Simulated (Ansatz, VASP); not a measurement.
**LiNbO3: VASP beside Ansatz**

File INCAR:

```
SYSTEM = LiNbO3
PREC = Accurate
ENCUT = 520
EDIFF = 1E-6
ISMEAR = -1
SIGMA = 0.1
LREAL = .FALSE.
LASPH = .TRUE.
NELM = 60
ALGO = Normal
ISIF = 2
LWAVE = .FALSE.
LCHARG = .FALSE.
GGA = PE
NBANDS = 45
```

The input KPOINTS:

```
regular mesh
0
G
  6 6 6
  0 0 0
```

File POSCAR:

```
LiNbO3
1.0
    2.6459738900      1.5276573100      4.6375988700
   -2.6459738900      1.5276573100      4.6375988700
    0.0000000000     -3.0553045800      4.6375988700
Li Nb O
2 2 6
Direct
    0.2762000000      0.2762000000      0.2762000000
    0.7762000000      0.7762000000      0.7762000000
    0.0093000000      0.0093000000      0.0093000000
    0.5093000000      0.5093000000      0.5093000000
    0.1402000000      0.3561000000      0.7536000000
    0.7536000000      0.1402000000      0.3561000000
    0.3561000000      0.7536000000      0.1402000000
    0.2536000000      0.8561000000      0.6402000000
    0.8561000000      0.6402000000      0.2536000000
    0.6402000000      0.2536000000      0.8561000000
```

Input for Ansatz:

```yaml
crystal:
  lattice:
    - [2.64597389, 1.52765731, 4.63759887]
    - [-2.64597389, 1.52765731, 4.63759887]
    - [0.0, -3.05530458, 4.63759887]
  atoms:
    - { symbol: Li, position: [0.2762, 0.2762, 0.2762] }
    - { symbol: Li, position: [0.7762, 0.7762, 0.7762] }
    - { symbol: Nb, position: [0.0093, 0.0093, 0.0093] }
    - { symbol: Nb, position: [0.5093, 0.5093, 0.5093] }
    - { symbol: O, position: [0.1402, 0.3561, 0.7536] }
    - { symbol: O, position: [0.7536, 0.1402, 0.3561] }
    - { symbol: O, position: [0.3561, 0.7536, 0.1402] }
    - { symbol: O, position: [0.2536, 0.8561, 0.6402] }
    - { symbol: O, position: [0.8561, 0.6402, 0.2536] }
    - { symbol: O, position: [0.6402, 0.2536, 0.8561] }
  symmetry: { tolerance: 0.0003 }
kpoints:
  mp_grid: { grid: [6, 6, 6], shift: [0, 0, 0] }
  band_path:
    path:
      - [0.0, 0.0, 0.0]
      - [-0.5, -0.5, -0.5]
      - [-0.5, -0.23900563, -0.76099437]
      - [-0.23900563, 0.23900563, -0.5]
      - [0.0, 0.0, -0.5]
      - [0.0, 0.0, 0.0]
      - [0.0, 0.36950282, -0.36950282]
      - [-0.36950282, 0.0, -0.63049718]
      - [-0.5, 0.0, -0.5]
      - [0.0, 0.0, 0.0]
    npoints: 6
magnetization:
  spin_polarized: false
scf:
  occupations: { method: fermi_dirac }
  lower_state_search: "off"
  max_iter: 200
hamiltonian:
  pseudopotentials: { kind: paw }
  xc: pbe
basis:
  ecutwfc: 420
  fft_grid_basis: typed
output:
  forces: true
  stress: true
  eigenvalues: true
  bader: true
  populations: true
  elf: true
  write_potential: true
  volumetric_format: npy
  dos:
    e_range: [-12, 8]
    de: 0.05
    projected: { site_lists: { Li: [Li], Nb: [Nb], O: [O] } }
checkpoint:
  read: saved_state
```

Alike in both runs: task single point; functional PBE; k mesh 6 × 6 × 6; no spin polarisation.

|  | VASP | Ansatz |
| --- | --- | --- |
| version | VASP 6.6.1 | Ansatz 0.2.0 |
| potentials or method | VASP PAW PBE potentials, release 64 (Li_sv, Nb_sv, O), cutoff 520 eV | PAW plane waves |
| occupations | fermi-dirac, width 0.1 eV | fermi-dirac |
| valence electrons in the cell | 68 | 68 |

```csv
,VASP,Ansatz,Ansatz less VASP
rms of the force components (eV/Å),0.246,0.250,+0.0035
```

Atom by atom the forces differ by 0.005 eV/Å (rms over components). Ansatz's warnings: structure snapped to symmetry.

Noted on VASP's run: the cutoff is short for stress, so the pressure is rough.
